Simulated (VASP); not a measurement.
# Ca4Ti3SbO12 (a cell with a defect) in VASP: single point with PBEsol

Aim: the single point of Ca4Ti3SbO12 (a cell with a defect) with PBEsol.

Everything below comes from runs of VASP 6.6.1. Logs are shortened: lines on timing, memory, paths and dates and some standing lists are left out, and cuts for length are marked.

## 1. The cell of the first run

The cell holds a defect, 40 atoms: a = 7.683 Å, b = 7.683 Å, c = 7.683 Å, α = 90.00°, β = 90.00°, γ = 90.00°.

## 2. Single point, PBEsol

INCAR

```
ALGO = Normal ; EDIFF = 1E-6
ENCUT = 520 ; GGA = PS
GGA_COMPAT = False ; ISIF = 2
ISMEAR = -1 ; ISYM = -1
LASPH = True ; LCHARG = True
LELF = True ; LREAL = Auto
LVHAR = True ; LWAVE = False
NBANDS = 179 ; NELM = 120
PREC = Accurate ; SIGMA = 0.05
```

KPOINTS

```
explicit points
1
Reciprocal
  0.25000000   0.25000000   0.25000000 1
```

POSCAR

```
Ca4Ti3SbO12
1.0
    7.6826140000      0.0000000000      0.0000000000
    0.0000000000      7.6826140000      0.0000000000
    0.0000000000      0.0000000000      7.6826140000
Ca Sb Ti O
8 2 6 24
Direct
    0.0334420000      0.0022690000      0.0193110000
    0.0192000000      0.0092630000      0.5288030000
    0.9875540000      0.5000320000      0.9875280000
    0.9804680000      0.5076100000      0.4692020000
    0.5199920000      0.0032410000      0.0300130000
    0.5252710000      0.0064490000      0.5168090000
    0.4848630000      0.4964000000      0.9695630000
    0.4757920000      0.5073060000      0.4786280000
    0.2516030000      0.2526060000      0.2539760000
    0.7517050000      0.7500960000      0.7497590000
    0.2536770000      0.2590930000      0.7491230000
    0.2590130000      0.7531750000      0.2575980000
    0.2542910000      0.7589170000      0.7552610000
    0.7514830000      0.2544920000      0.2590500000
    0.7564330000      0.2491610000      0.7600680000
    0.7596400000      0.7572690000      0.2449860000
    0.2928820000      0.1991240000      0.9932110000
    0.1640630000      0.2877160000      0.5311410000
    0.2891210000      0.8041720000      0.9915370000
    0.2169270000      0.7005180000      0.4993590000
    0.7002210000      0.2891770000      0.9925570000
    0.7927770000      0.2091500000      0.4997150000
    0.7077330000      0.7020490000      0.9981020000
    0.7941810000      0.7950410000      0.5001390000
    0.9908130000      0.2913890000      0.1942890000
    0.9882300000      0.2063580000      0.8050020000
    0.9960290000      0.7016620000      0.2139770000
    0.0003820000      0.7969030000      0.7922520000
    0.5245180000      0.1779190000      0.2784900000
    0.4954620000      0.2907910000      0.6949160000
    0.5021170000      0.7978800000      0.2904320000
    0.5021240000      0.7033650000      0.7055130000
    0.1849000000      0.9906990000      0.2817880000
    0.2778070000      0.9968020000      0.6939660000
    0.3012430000      0.5248150000      0.1922570000
    0.2253300000      0.5032590000      0.8053030000
    0.7905580000      0.9900290000      0.1948940000
    0.6916500000      0.9983380000      0.7791460000
    0.7147290000      0.4986840000      0.2979550000
    0.8064920000      0.5007640000      0.7178280000
```

Potentials or basis: VASP PAW PBE potentials, release 64 (Ca_sv, Sb, Ti_sv, O).

The run is started by

```console
cat potpaw_PBE.64/Ca_sv/POTCAR potpaw_PBE.64/Sb/POTCAR potpaw_PBE.64/Ti_sv/POTCAR potpaw_PBE.64/O/POTCAR > POTCAR
mpirun -np 1 vasp_std > vasp.out
```

OUTCAR:

```text
EDIFF = 1E-6
   ENCUT = 520
   GGA = PS
   ISIF = 2
   ISMEAR = -1
   ISYM = -1
   LASPH = True
   LREAL = Auto
   NELM = 120
   PREC = Accurate

 ion  position               nearest neighbor table
   1  0.033  0.002  0.019-  26 2.30  37 2.30  33 2.33  28 2.37  19 2.49  17 2.51   9 3.12
   2  0.019  0.009  0.529-  33 2.29  22 2.33  34 2.36  24 2.40  18 2.41  10 3.33   9 3.34
   3  0.988  0.500  0.988-  25 2.26  36 2.30  27 2.33  40 2.50  10 3.21   9 3.45
   4  0.980  0.508  0.469-  18 2.25  40 2.33  20 2.36  39 2.43  27 2.47   9 3.30  10 3.35
   5  0.520  0.003  0.030-  17 2.32  29 2.33  38 2.34  19 2.36  37 2.44  31 2.55   9 3.30  10 3.40

   6  0.525  0.006  0.517-  29 2.26  34 2.34  31 2.37  38 2.39  10 3.18   9 3.47
   7  0.485  0.496  0.970-  35 2.23  21 2.30  23 2.34  36 2.36  10 3.29   9 3.39
   8  0.476  0.507  0.479-  39 2.30  32 2.31  30 2.36  20 2.49  12 3.04   9 3.13
   9  0.252  0.253  0.254-  17 2.07  25 2.08  33 2.09  35 2.18  29 2.18  18 2.25   1 3.12   8 3.13
                             5 3.30   4 3.30   2 3.34   7 3.39   3 3.45   6 3.47
  10  0.752  0.750  0.750-  28 1.97  23 1.97  38 1.98  24 1.98  40 1.98  32 1.98   6 3.18   3 3.21
                             7 3.29   2 3.33   4 3.35   5 3.40
  11  0.254  0.259  0.749-  18 1.82  30 1.92  36 1.94  17 1.95  34 2.07  26 2.12
  12  0.259  0.753  0.258-  35 1.85  31 1.92  33 1.92  20 1.93  27 2.09  19 2.09   8 3.04
  13  0.254  0.759  0.755-  19 1.87  34 1.90  32 1.99  28 1.99  36 2.01  20 2.04
  14  0.751  0.254  0.259-  29 1.85  22 1.91  39 1.92  25 1.93  21 2.10  37 2.11
  15  0.756  0.249  0.760-  26 1.84  21 1.86  38 2.00  40 2.00  22 2.04  30 2.09
  16  0.760  0.757  0.245-  37 1.84  27 1.88  23 1.98  24 2.00  31 2.03  39 2.06
  17  0.293  0.199  0.993-  11 1.95   9 2.07   5 2.32   1 2.51
  18  0.164  0.288  0.531-  11 1.82   9 2.25   4 2.25   2 2.41
  19  0.289  0.804  0.992-  13 1.87  12 2.09   5 2.36   1 2.49
  20  0.217  0.701  0.499-  12 1.93  13 2.04   4 2.36   8 2.49
  21  0.700  0.289  0.993-  15 1.86  14 2.10   7 2.30
  22  0.793  0.209  0.500-  14 1.91  15 2.04   2 2.33
  23  0.708  0.702  0.998-  10 1.97  16 1.98   7 2.34
  24  0.794  0.795  0.500-  10 1.98  16 2.00   2 2.40
  25  0.991  0.291  0.194-  14 1.93   9 2.08   3 2.26
  26  0.988  0.206  0.805-  15 1.84  11 2.12   1 2.30
  27  0.996  0.702  0.214-  16 1.88  12 2.09   3 2.33   4 2.47
  28  0.000  0.797  0.792-  10 1.97  13 1.99   1 2.37
  29  0.525  0.178  0.278-  14 1.85   9 2.18   6 2.26   5 2.33
  30  0.495  0.291  0.695-  11 1.92  15 2.09   8 2.36
  31  0.502  0.798  0.290-  12 1.92  16 2.03   6 2.37   5 2.55
  32  0.502  0.703  0.706-  10 1.98  13 1.99   8 2.31
  33  0.185  0.991  0.282-  12 1.92   9 2.09   2 2.29   1 2.33
  34  0.278  0.997  0.694-  13 1.90  11 2.07   6 2.34   2 2.36
  35  0.301  0.525  0.192-  12 1.85   9 2.18   7 2.23
  36  0.225  0.503  0.805-  11 1.94  13 2.01   3 2.30   7 2.36
  37  0.791  0.990  0.195-  16 1.84  14 2.11   1 2.30   5 2.44
  38  0.692  0.998  0.779-  10 1.98  15 2.00   5 2.34   6 2.39
  39  0.715  0.499  0.298-  14 1.92  16 2.06   8 2.30   4 2.43
  40  0.806  0.501  0.718-  10 1.98  15 2.00   4 2.33   3 2.50
[... 146 lines left out ...]
   EFERMI =   0.00;   METHOD = LEGACY
   ISMEAR =    -1;   SIGMA  =   0.05  broadening in eV -4-tet -1-fermi 0-gaus
   EFERMI_NEDOS =   21; number of points for ismear=-14 and -15
   IALGO  =     38    algorithm
   IMIX   =      4    mixing-type and parameters
     AMIX     =   0.40;   BMIX     =  1.00
     AMIX_MAG =   1.60;   BMIX_MAG =  1.00
  volume/ion in A,a.u.               =      11.34        76.50
  Fermi-wavevector in a.u.,A,eV,Ry     =   1.435951  2.713554 28.054605  2.061955
  Thomas-Fermi vector in A             =   2.555193
   LORBIT       =      0    0 simple, 1 ext, 2 COOP (PROOUT), +10 PAW based schemes
   GGA     = PS    functional components
   LHFCALC =     F    Hartree Fock is set to
   AEXX    =    0.0000 exact exchange contribution
   IVDW    =     0    specifies the selected vdW correction
   LEPSILON=     F    determine dielectric tensor
   LRPA    =     F    only Hartree local field effects (RPA)
 non-spin polarized calculation
  energy-cutoff  :      520.00
  volume of cell :      453.45
 maximum number of plane-waves:     12187
 NGX is ok and might be reduce to    60
   NGX = 29   NGY = 29   NGZ = 29

 number of electron     306.0000034 magnetization

 Free energy of the ion-electron system (eV)
  ---------------------------------------------------
  ext. energy  EPLUGINS =         0.00000000
  ---------------------------------------------------
  free energy    TOTEN  =      -318.21633270 eV

  energy without entropy =     -318.21594868  energy(sigma->0) =     -318.21614069

 E-fermi :   6.9149     XC(G=0): -11.5598

 val. band max:        6.4873023735   @ k =   0.2500   0.2500   0.2500
 cond. band min:       7.3586965263   @ k =   0.2500   0.2500   0.2500
 fundamental gap:      0.8713941529
 Fermi energy:         6.9148870728

 k-point     1 :       0.2500    0.2500    0.2500
  band No.  band energies     occupation
      1     -51.6633      2.00000
      2     -51.6043      2.00000
      3     -51.5988      2.00000
      4     -51.1550      2.00000
      5     -51.1380      2.00000
      6     -51.1190      2.00000
[... 157 lines left out ...]
    164       8.4152      0.00000
    165       8.4286      0.00000
 [bands above 165 left out]

------------------------ aborting loop because EDIFF is reached ----------------------------------------

  FORCE on cell =-STRESS in cart. coord.  units (eV):
  Direction    XX          YY          ZZ          XY          YZ          ZX
  --------------------------------------------------------------------------------------
  -------------------------------------------------------------------------------------
  Total       12.8831169      9.5985147     11.2112659     -1.5019332     -1.6455177      2.1055921
  in kB       45.5202346     33.9146684     39.6130421     -5.3068177     -5.8141482      7.4397406
  external PRESSURE =      39.6826483 kB  Pullay stress =       0.0000000 kB

 VOLUME and BASIS-vectors are now :
 -----------------------------------------------------------------------------
  energy-cutoff  :      520.00
  volume of cell :      453.45
      direct lattice vectors                 reciprocal lattice vectors
     7.682614000  0.000000000  0.000000000     0.130164030  0.000000000  0.000000000
     0.000000000  7.682614000  0.000000000     0.000000000  0.130164030  0.000000000
     0.000000000  0.000000000  7.682614000     0.000000000  0.000000000  0.130164030

 POSITION                                       TOTAL-FORCE (eV/Angst)
 -----------------------------------------------------------------------------------
      0.25692      0.01743      0.14836        -0.012671     -0.021927     -0.014412
      0.14751      0.07116      4.06259        -0.015580     -0.026991      0.000606
      7.58700      3.84155      7.58680        -0.014249      0.022765     -0.027465
      7.53256      3.89977      3.60470        -0.014286      0.012723      0.001172
      3.99490      0.02490      0.23058         0.006159     -0.017539     -0.020905
      4.03545      0.04955      3.97044        -0.004921     -0.008462      0.012633
[... 32 lines left out ...]
      5.49099      3.83120      2.28907         0.005539      0.007966     -0.015286
      6.19597      3.84718      5.51480         0.004678     -0.039361     -0.003916
 -----------------------------------------------------------------------------------
    total drift:                               -0.014622      0.021414      0.043399

  FREE ENERGIE OF THE ION-ELECTRON SYSTEM (eV)
  ---------------------------------------------------
  free  energy   TOTEN  =      -318.2163327017 eV

  energy  without entropy=     -318.2159486839  energy(sigma->0) =     -318.21614069
```

OSZICAR:

```text
N       E                     dE             d eps       ncg     rms          rms(c)
DAV:   1     0.440374187572E+04    0.44037E+04   -0.15060E+05   358   0.187E+03
DAV:   2     0.455659351512E+03   -0.39481E+04   -0.38082E+04   366   0.583E+02
DAV:   3    -0.320737233140E+03   -0.77640E+03   -0.76379E+03   446   0.229E+02
DAV:   4    -0.379416944388E+03   -0.58680E+02   -0.58456E+02   500   0.686E+01
DAV:   5    -0.384224595833E+03   -0.48077E+01   -0.48046E+01   604   0.150E+01    0.618E+01
DAV:   6    -0.316613613788E+03    0.67611E+02   -0.40439E+02   540   0.762E+01    0.230E+01
DAV:   7    -0.319334165415E+03   -0.27206E+01   -0.88505E+01   492   0.282E+01    0.166E+01
DAV:   8    -0.318146819903E+03    0.11873E+01   -0.82424E+00   532   0.115E+01    0.694E+00
DAV:   9    -0.318224644161E+03   -0.77824E-01   -0.22455E+00   428   0.415E+00    0.219E+00
DAV:  10    -0.318223099677E+03    0.15445E-02   -0.45559E-01   516   0.209E+00    0.152E+00
DAV:  11    -0.318218370735E+03    0.47289E-02   -0.13025E-01   524   0.148E+00    0.527E-01
DAV:  12    -0.318216694934E+03    0.16758E-02   -0.22744E-02   500   0.547E-01    0.284E-01
DAV:  13    -0.318216337604E+03    0.35733E-03   -0.71216E-03   524   0.291E-01    0.161E-01
DAV:  14    -0.318216318374E+03    0.19230E-04   -0.16688E-03   500   0.125E-01    0.661E-02
DAV:  15    -0.318216336206E+03   -0.17831E-04   -0.43663E-04   516   0.848E-02    0.323E-02
DAV:  16    -0.318216332871E+03    0.33347E-05   -0.71318E-05   548   0.295E-02    0.198E-02
DAV:  17    -0.318216332793E+03    0.78329E-07   -0.31771E-05   484   0.213E-02    0.929E-03
DAV:  18    -0.318216332702E+03    0.91066E-07   -0.90575E-06   428   0.114E-02
   1 F= -.31821633E+03 E0= -.31821614E+03  d E =-.384018E-03
```

stdout:

```text
POSCAR found type information on POSCAR CaSbTiO
 POSCAR found :  4 types and      40 ions
 scaLAPACK will be used
 -----------------------------------------------------------------------------
|                                                                             |
|                                                                             |
|     You enforced a specific xc type in the INCAR file but a different       |
|     I HOPE YOU KNOW WHAT YOU ARE DOING!                                     |
|                                                                             |
 -----------------------------------------------------------------------------

 LDA part: xc-table for (Slater+PW92), standard interpolation
 POSCAR, INCAR and KPOINTS ok, starting setup
 FFT: planning ... GRIDC
 FFT: planning ... GRID_SOFT
 FFT: planning ... GRID
 WAVECAR not read
 entering main loop
```

Run time: 4.6 min. Hardware: 1 thread of Intel Xeon Platinum 8259CL at 2.50GHz (Skylake/Cascade Lake), shared host; peak memory 0.52 GiB.

What came out:

```
Free energy            : -318.2163 eV
Pressure               : 4.0 GPa
Largest force          : 0.126 eV/Å
Band gap on the k mesh : 0.87 eV
```

Forces in eV/Å, atoms in the order of the input:
```
Ca  -0.013 -0.022 -0.014
Ca  -0.016 -0.027  0.001
Ca  -0.014  0.023 -0.027
Ca  -0.014  0.013  0.001
Ca   0.006 -0.018 -0.021
Ca  -0.005 -0.008  0.013
Ca   0.023 -0.003 -0.022
Ca  -0.003 -0.012  0.000
Sb   0.028  0.016  0.056
Sb  -0.007 -0.001 -0.008
Ti   0.003 -0.019  0.053
Ti  -0.016  0.051  0.002
Ti  -0.002 -0.042 -0.022
Ti   0.008  0.008 -0.010
Ti  -0.049  0.020 -0.056
Ti  -0.042 -0.044  0.004
O   -0.007  0.011  0.011
O    0.034 -0.006 -0.121
O   -0.001 -0.004  0.054
O   -0.004  0.001  0.003
O    0.005 -0.011  0.058
O   -0.008  0.006  0.004
O   -0.006 -0.015  0.054
O    0.007  0.007 -0.036
O    0.055 -0.020  0.006
O    0.052  0.003 -0.004
O    0.053  0.004 -0.001
O    0.026  0.012  0.010
O   -0.104  0.033  0.000
O    0.022 -0.006  0.007
O   -0.007 -0.005 -0.001
O   -0.027 -0.004 -0.006
O    0.026  0.054  0.008
O    0.016  0.056  0.004
O   -0.028 -0.097  0.012
O    0.001 -0.015 -0.014
O   -0.002  0.053  0.007
O    0.000  0.040  0.014
O    0.006  0.008 -0.015
O    0.005 -0.039 -0.004
```

Caveat: the PAW data sets were made with another functional, which shifts forces and pressure a little; spin-orbit coupling is left out, which moves the levels of the heavy elements.
